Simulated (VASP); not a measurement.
Input of a VASP 6.6.1 run:

Contents of INCAR:

```
SYSTEM = GaSb
  PREC = Accurate
  ENCUT = 520
  EDIFF = 1E-6
  ISMEAR = 0
  SIGMA = 0.1
  LREAL = .False.
  LASPH = .True.
  NELM = 80
  ALGO = Normal
  ISIF = 2
  LWAVE = .False.
  LCHARG = .True.
  GGA = PE
  LELF = .True.
  LVHAR = .True.
  NBANDS = 16
```

The input KPOINTS:

```
regular mesh
0
Gamma
  12 12 12
  0 0 0
```

File POSCAR:

```
GaSb
1.0
    0.0000000000      3.1077436091      3.1077436091
    3.1077436091      0.0000000000      3.1077436091
    3.1077436091      3.1077436091      0.0000000000
Ga Sb
1 1
Direct
    0.0000000000      0.0000000000      0.0000000000
    0.7500000000      0.7500000000      0.7500000000
```

Potentials or basis: VASP PAW PBE potentials, release 64 (Ga_d, Sb).

The run is started by

```console
$ cat potpaw_PBE.64/Ga_d/POTCAR potpaw_PBE.64/Sb/POTCAR > POTCAR
$ mpirun -np 1 vasp_std > vasp.out
```

(1) Predict the band gap on the k mesh.

(2) Estimate the pressure.

Results:

(1) zero (filled and empty bands touch).

(2) 0.0 GPa.

Caveat: spin-orbit coupling is left out, which moves the levels of the heavy elements.
